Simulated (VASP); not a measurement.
Crystal: ReP2.

```
CELL_PARAMETERS angstrom
3.80161 0.00000 0.00000
0.00000 3.80161 0.00000
0.00000 0.00000 5.37629
ATOMIC_POSITIONS crystal
Re 0.00000 0.00000 0.00000
P 0.50000 0.00000 0.25000
P 0.00000 0.50000 0.75000
```

| Property | Result |
| --- | --- |
| Program | VASP 6.6.1 |
| Task | relaxation of cell and atoms |
| Functional | PBE |
| Potentials or basis | VASP PAW PBE potentials, release 64 (Re, P) |
| Cutoff | 600 eV |
| k mesh | 4 × 4 × 4 |
| Occupations | gaussian, width 0.1 eV |
| Spin | no spin polarisation |

At the start: pressure -7.9 GPa; volume 25.90 Å³/atom.

Q: Where does the relaxation end?

A: Over 52 steps the energy falls by 256.7 meV/atom and the volume is 17.55 Å³/atom (-32.2 %); space group P-4m2 (No. 115, to 0.05 Å).

The path:
```tsv
step	energy change (eV)	largest force (eV/Å)	pressure (GPa)	volume (Å³)
1	0.0000	1.0968	-7.89	77.70
3	-0.1909	0.1102	-0.29	71.84
5	-0.1910	0.1763	0.14	71.59
7	-0.2652	0.3742	-0.12	70.66
9	-0.5795	1.0614	-6.47	64.68
11	-0.6033	0.7104	-5.68	65.64
13	-0.6014	0.5498	-5.21	66.09
15	-0.6143	0.7181	-5.36	65.05
17	-0.6425	0.4568	-3.76	64.12
19	-0.6660	0.1195	-0.12	62.27
21	-0.6661	0.1028	-0.25	62.31
23	-0.6678	0.1178	-0.25	62.16
25	-0.6746	0.1773	-0.28	61.54
27	-0.6958	0.3548	0.09	59.04
29	-0.6942	0.5323	0.98	58.13
31	-0.6927	0.6329	1.31	57.32
33	-0.6947	0.6107	1.12	57.16
35	-0.6994	0.5290	0.41	56.54
37	-0.6994	0.5014	0.20	56.27
39	-0.7111	0.3559	-0.62	56.25
41	-0.7286	0.2643	-4.10	56.16
43	-0.7502	0.2097	-3.20	54.95
45	-0.7628	0.2032	-1.79	53.45
47	-0.7676	0.0651	-0.17	53.15
49	-0.7678	0.0708	-0.12	53.12
51	-0.7690	0.0502	-0.14	52.92
52	-0.7700	0.0226	-0.10	52.65
```

Final structure:
```yaml
crystal:
  lattice:
    - [3.11393, 0.00000, 0.00000]
    - [0.00000, 3.11393, 0.00000]
    - [0.00000, 0.00000, 5.42929]
  atoms:
    - { symbol: Re, position: [0.00000, 0.00000, 0.00000] }
    - { symbol: P, position: [0.50000, 0.00000, 0.30978] }
    - { symbol: P, position: [0.00000, 0.50000, 0.69022] }
```

Caveat: the k points lie up to 0.50 Å⁻¹ apart in the final cell; the volume moved by over 15 % at a fixed basis, so the end points are rough.
